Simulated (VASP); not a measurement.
A run of VASP 6.6.1:

Contents of POSCAR:

```
TaSi2
1.0
    4.7686266500      0.0000000000      0.0000000000
   -2.3843133300      4.1297518200      0.0000000000
    0.0000000000      0.0000000000      6.5214099500
Ta Si
3 6
Direct
    0.0000000000      0.5000000000      0.1666666700
    0.5000000000      0.5000000000      0.8333333300
    0.5000000000      0.0000000000      0.5000000000
    0.8413836500      0.6827673000      0.5000000000
    0.1586163500      0.8413836500      0.8333333300
    0.6827673000      0.8413836500      0.1666666700
    0.1586163500      0.3172327000      0.5000000000
    0.8413836500      0.1586163500      0.8333333300
    0.3172327000      0.1586163500      0.1666666700
```

The input INCAR.step1:

```
ALGO     = Normal         # electronic algorithm
EDIFF    = 1E-4           # SCF threshold, eV
ENCUT    = 520            # plane-wave cutoff, eV
GGA      = PE             # functional
ISMEAR   = 0              # smearing method
LASPH    = True           # aspherical terms in the spheres
LCHARG   = False          # write CHGCAR
LREAL    = False          # projectors in reciprocal space
LWAVE    = True           # write WAVECAR
NBANDS   = 38             # bands
NELM     = 100            # most SCF steps
PREC     = Accurate       # precision mode
SIGMA    = 0.1            # smearing width, eV
```

Contents of INCAR.step2:

```
ALGO     = Normal         # electronic algorithm
EDIFF    = 1E-6           # SCF threshold, eV
ENCUT    = 520            # plane-wave cutoff, eV
ISIF     = 2              # what is computed and relaxed
ISMEAR   = 0              # smearing method
ISTART   = 1            
LASPH    = True           # aspherical terms in the spheres
LCHARG   = False          # write CHGCAR
LMIXTAU  = True         
LREAL    = False          # projectors in reciprocal space
LWAVE    = False          # write WAVECAR
METAGGA  = R2SCAN         # meta-GGA
NBANDS   = 38             # bands
NELM     = 100            # most SCF steps
PREC     = Accurate       # precision mode
SIGMA    = 0.1            # smearing width, eV
```

File KPOINTS:

```
k-points
0
Gamma
  6 6 4
```

Potentials or basis: VASP PAW PBE potentials, release 64 (Ta_pv, Si).

Command:

```bash
$ cat potpaw_PBE.64/Ta_pv/POTCAR potpaw_PBE.64/Si/POTCAR > POTCAR
$ cp INCAR.step1 INCAR
$ mpirun -np 1 vasp_std > vasp.out
$ cp INCAR.step2 INCAR
$ mpirun -np 1 vasp_std > vasp.out
```

Hardware: 1 thread of Oxide Virtual Turin-like Processor, with other jobs on the host.

Q: How long does it take, and how much memory?

A: Run time: 18 min on 1 thread of Oxide Virtual Turin-like Processor (shared host), peak memory 0.26 GiB. Counts: k points 21.
